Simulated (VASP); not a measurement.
# Fe (I4_1/amd) in VASP: relaxation of cell and atoms with PBEsol

Aim: the relaxation of cell and atoms of Fe with PBEsol.

All numbers are computed with VASP 6.6.1; they aren't measurements. Logs are shortened: lines on timing, memory, paths and dates and some standing lists are left out, and cuts for length are marked.

### Step 1. The cell of the first run

Symmetry: I4_1/amd, No. 141, tetragonal system. The conventional cell has a = 4.434 Å, b = 4.434 Å, c = 2.385 Å, α = 90.00°, β = 90.00°, γ = 90.00°. Within 3.0 Å of Fe (site symmetry -4m2) lie 10 Fe at 2.30 to 2.85 Å.

### Step 2. Relaxation of cell and atoms, PBEsol, collinear spin, ferromagnetic start, target pressure 1.5 GPa, at which the enthalpy is minimised

The input, INCAR:

```
  PREC = Accurate
  ENCUT = 600
  EDIFF = 1E-7
  ISMEAR = -1
  SIGMA = 0.1
  LREAL = F
  LASPH = T
  NELM = 150
  ALGO = Normal
  ISIF = 3
  LWAVE = F
  LCHARG = F
  ISPIN = 2
  MAGMOM = 2.5 2.5
  LORBIT = 11
  LMAXMIX = 4
  GGA = PS
  IBRION = 2
  NSW = 32
  EDIFFG = -0.005
  PSTRESS = 15.0
  KPAR = 4
```

The input, KPOINTS:

```
regular mesh
0
Gamma
  18 18 18
```

The input, POSCAR:

```
Fe
1.0
   -2.2169162640      2.2169162640      1.1926262826
    2.2169162640     -2.2169162640      1.1926262826
    2.2169162640      2.2169162640     -1.1926262826
Fe
2
Direct
   -0.3750000000     -0.1250000000     -0.2500000000
    0.3750000000      0.1250000000      0.2500000000
```

Potentials or basis: VASP PAW PBE potentials, release 64 (Fe).

Command:

```bash
$ cat potpaw_PBE.64/Fe/POTCAR > POTCAR
$ mpirun -np 4 vasp_std > vasp.out
```

OUTCAR:

```text
PREC = Accurate
   ENCUT = 600
   EDIFF = 1E-7
   ISMEAR = -1
   LREAL = F
   LASPH = T
   NELM = 150
   ISIF = 3
   ISPIN = 2
   LORBIT = 11
   GGA = PS
   IBRION = 2
   NSW = 32
   EDIFFG = -0.005
   PSTRESS = 15.0

 ion  position               nearest neighbor table
   1  0.625  0.875  0.750-   2 2.30   2 2.30   2 2.30   2 2.30   2 2.85   2 2.85   2 2.85   2 2.85

   2  0.375  0.125  0.250-   1 2.30   1 2.30   1 2.30   1 2.30   1 2.85   1 2.85   1 2.85   1 2.85

  LATTYP: Found a body centered tetragonal cell.
 ALAT       =     4.4338325280
 C/A-ratio  =     0.5379663192

  Lattice vectors:

 A1 = (  -2.2169162640,   2.2169162640,   1.1926262826)
 A2 = (   2.2169162640,  -2.2169162640,   1.1926262826)
 A3 = (   2.2169162640,   2.2169162640,  -1.1926262826)

Analysis of symmetry for initial positions (statically):
=====================================================================
 Subroutine PRICEL returns:
 Original cell was already a primitive cell.

 Routine SETGRP: Setting up the symmetry group for a
 body centered tetragonal supercell.

 Subroutine GETGRP returns: Found 16 space group operations
 (whereof  4 operations were pure point group operations)
 out of a pool of 16 trial point group operations.

The static configuration has the point symmetry C_2h.
 The point group associated with its full space group is D_4h.

Analysis of symmetry for dynamics (positions and initial velocities):
=====================================================================
 Subroutine PRICEL returns:
 Original cell was already a primitive cell.

 Routine SETGRP: Setting up the symmetry group for a
 body centered tetragonal supercell.

 Subroutine GETGRP returns: Found 16 space group operations
 (whereof  4 operations were pure point group operations)
 out of a pool of 16 trial point group operations.

The dynamic configuration has the point symmetry C_2h.
 The point group associated with its full space group is D_4h.

Analysis of structural, dynamic, and magnetic symmetry:
=====================================================================
 Subroutine PRICEL returns:
 Original cell was already a primitive cell.

 Routine SETGRP: Setting up the symmetry group for a
 body centered tetragonal supercell.

 Subroutine GETGRP returns: Found 16 space group operations
 (whereof  4 operations were pure point group operations)
 out of a pool of 16 trial point group operations.

[... 125 lines left out ...]
   LORBIT       =     11    0 simple, 1 ext, 2 COOP (PROOUT), +10 PAW based schemes
   GGA     = PS    functional components
   LHFCALC =     F    Hartree Fock is set to
   AEXX    =    0.0000 exact exchange contribution
   IVDW    =     0    specifies the selected vdW correction
   LEPSILON=     F    determine dielectric tensor
   LRPA    =     F    only Hartree local field effects (RPA)
 conjugate gradient relaxation of ions
 spin polarized calculation
  energy-cutoff  :      600.00
  volume of cell :       23.45
 maximum number of plane-waves:       798
   NGX = 13   NGY = 13   NGZ = 13

--------------------------------------- Ionic step        1  -------------------------------------------

 number of electron      16.0000002 magnetization       4.2872536

 Free energy of the ion-electron system (eV)
  ---------------------------------------------------
  ext. energy  EPLUGINS =         0.00000000
  ---------------------------------------------------
  free energy    TOTEN  =       -16.72099399 eV

  energy without entropy =      -16.63682523  energy(sigma->0) =      -16.67890961

------------------------ aborting loop because EDIFF is reached ----------------------------------------

  FORCE on cell =-STRESS in cart. coord.  units (eV):
  Direction    XX          YY          ZZ          XY          YZ          ZX
  --------------------------------------------------------------------------------------
  -------------------------------------------------------------------------------------
  Total        0.1884543      0.1884543      0.1969813      0.0000000      0.0000000      0.0000000
  in kB       12.8781586     12.8781586     13.4608526      0.0000000      0.0000000      0.0000000
  external PRESSURE =      -1.9276101 kB  Pullay stress =      15.0000000 kB
[... 63 lines left out ...]
--------------------------------------- Ionic step        3  -------------------------------------------

 number of electron      16.0000002 magnetization       4.2754296

 Free energy of the ion-electron system (eV)
  ---------------------------------------------------
  ext. energy  EPLUGINS =         0.00000000
  ---------------------------------------------------
  free energy    TOTEN  =       -16.72069195 eV

  energy without entropy =      -16.63644565  energy(sigma->0) =      -16.67856880

 E-fermi :   5.6813     XC(G=0): -13.0465

 val. band max:        5.6810041844   @ k =   0.3889   0.2222   0.1111
 cond. band min:       5.6814702048   @ k =   0.5000   0.1111   0.0556
 fundamental gap:      0.0004660203
 Fermi energy:         5.6812586331

 spin component 1

 k-point     1 :       0.0000    0.0000    0.0000
  band No.  band energies     occupation
      1      -2.9303      1.00000
      2       0.3070      1.00000
      3       1.7588      1.00000
      4       2.0612      1.00000
      5       2.5095      1.00000
      6       4.4540      1.00000
      7       4.4540      1.00000
      8       4.4927      0.99999
      9       4.4927      0.99999
     10       5.3456      0.96634
     11       6.5351      0.00020
     12      11.8798      0.00000
     13      11.8798      0.00000
     14      18.1293      0.00000
[... 403 lines left out ...]
      4       2.5058      1.00000
      5       2.8604      1.00000
      6       3.4808      1.00000
      7       3.9288      1.00000
      8       4.2765      1.00000
      9       4.4102      1.00000
     10       5.1446      0.99535
     11       6.1231      0.01191
     12      11.6490      0.00000
     13      13.1407      0.00000
     14      19.8031      0.00000
     15      21.4927      0.00000

 [... further k-points ...]

 spin component 2

 k-point     1 :       0.0000    0.0000    0.0000
  band No.  band energies     occupation
      1      -2.5747      1.00000
      2       2.0046      1.00000
      3       3.1452      1.00000
      4       3.5440      1.00000
      5       4.1299      1.00000
      6       6.8611      0.00001
      7       6.8612      0.00001
      8       6.8985      0.00001
      9       6.8986      0.00001
     10       8.1305      0.00000
     11       8.2889      0.00000
     12      12.3145      0.00000
     13      12.3145      0.00000
     14      19.2703      0.00000
[... 448 lines left out ...]
  energy  without entropy=      -16.6364456493  energy(sigma->0) =      -16.67856880

  enthalpy is  TOTEN    =       -16.5015104761 eV   P V=        0.2191814710

 reached required accuracy - stopping structural energy minimisation

 total charge

# of ion       s       p       d       tot
------------------------------------------
    1        0.515   0.507   6.322   7.344
    2        0.515   0.507   6.322   7.344
--------------------------------------------------
tot          1.031   1.015  12.643  14.689

 magnetization (x)

# of ion       s       p       d       tot
------------------------------------------
    1        0.001  -0.007   2.121   2.115
    2        0.001  -0.007   2.121   2.115
--------------------------------------------------
tot          0.001  -0.013   4.241   4.229
```

It took 7.1 min on 4 MPI ranks of Oxide Virtual Turin-like, shared host; peak memory 0.39 GiB.

What came out:

| Property | Result |
| --- | --- |
| Free energy | -16.7207 eV |
| Relaxed volume | 11.71 Å³/atom |
| Relaxed cell | a = 3.353 Å, b = 3.353 Å, c = 3.353 Å, α = 97.26°, β = 97.26°, γ = 138.34° |
| Space group after relaxing (to 0.1 Å) | I4_1/amd (No. 141) |
| Energy change on relaxing (the run minimises the enthalpy) | +0.2 meV/atom |
| Ionic steps | 3 |
| Pressure after relaxing | 1.5 GPa |
| Net moment | 4.28 μB per cell |
| Site moments | Fe +2.12 μB |
| Valence electrons inside the program's atomic spheres | Fe 7.34 |

The path:
```csv
step,energy change (eV),largest force (eV/Å),pressure (GPa),volume (Å³)
1,0.0000,0.0000,1.31,23.45
2,0.0004,0.0000,1.58,23.40
3,0.0003,0.0000,1.51,23.41
```

Final structure:
```yaml
crystal:
  lattice:
    - [-2.21572, 2.21572, 1.19216]
    - [2.21572, -2.21572, 1.19216]
    - [2.21572, 2.21572, -1.19216]
  atoms:
    - { symbol: Fe, position: [0.62500, 0.87500, 0.75000] }
    - { symbol: Fe, position: [0.37500, 0.12500, 0.25000] }
```

Caveat: the cell is relaxed towards a set pressure, so the run minimises the enthalpy, not the energy; the PAW data sets were made with another functional, which shifts forces and pressure a little.
